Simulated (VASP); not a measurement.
A run of VASP 6.6.1:

INCAR

```
PREC = Accurate
ENCUT = 520
EDIFF = 1E-6
ISMEAR = 0
SIGMA = 0.05
LREAL = Auto
LASPH = T
NELM = 60
ALGO = Normal
ISIF = 2
LWAVE = F
LCHARG = T
GGA = PE
IVDW = 12
LELF = T
LVHAR = T
NBANDS = 40
```

The input KPOINTS:

```
regular mesh
0
Gamma
  2 3 1
```

Contents of POSCAR:

```
LiAl16
1.0
    8.1000000000      0.0000000000      0.0000000000
    0.0000000000      5.7275650000      0.0000000000
    0.0000000000      0.0000000000     15.2956740000
Al Li
16 1
Direct
    0.2500000000      0.2499999564      0.0653780278
    0.7500000000      0.2499999564      0.0653780278
    0.2500000000      0.7500000436      0.0653780278
    0.7500000000      0.7500000436      0.0653780278
   -0.0024001235     -0.0007605326      0.1488188098
    0.5024003704     -0.0007605326      0.1488186791
   -0.0012530864      0.4994399889      0.1480853345
    0.5012532099      0.4994398143      0.1480853345
    0.2500002469      0.2413877451      0.2409499575
    0.7500002469      0.2558319286      0.2423754586
    0.2500002469      0.7528857377      0.2408883714
    0.7500002469      0.7506016955      0.2399492824
   -0.0011158025     -0.0042988600      0.3256482846
    0.5011164198     -0.0042988600      0.3256482192
    0.0133380247      0.4937922136      0.3231314292
    0.4866627160      0.4937923882      0.3231314292
    0.7500004938      0.6248011153      0.4191575343
```

Potentials or basis: VASP PAW PBE potentials, release 64 (Al, Li_sv).

Command:

```console
$ cat potpaw_PBE.64/Al/POTCAR potpaw_PBE.64/Li_sv/POTCAR > POTCAR
$ mpirun -np 1 vasp_std > vasp.out
```

Hardware: 1 thread of Intel(R) Xeon(R) 6975P-C (Granite Rapids) (shared host).

Task: Estimate the wall time of this run.

Result: Run time: 2 min on 1 thread of Intel(R) Xeon(R) 6975P-C (Granite Rapids), on a shared host, peak memory 0.66 GiB. Counts: scf iterations 22, k points 4.
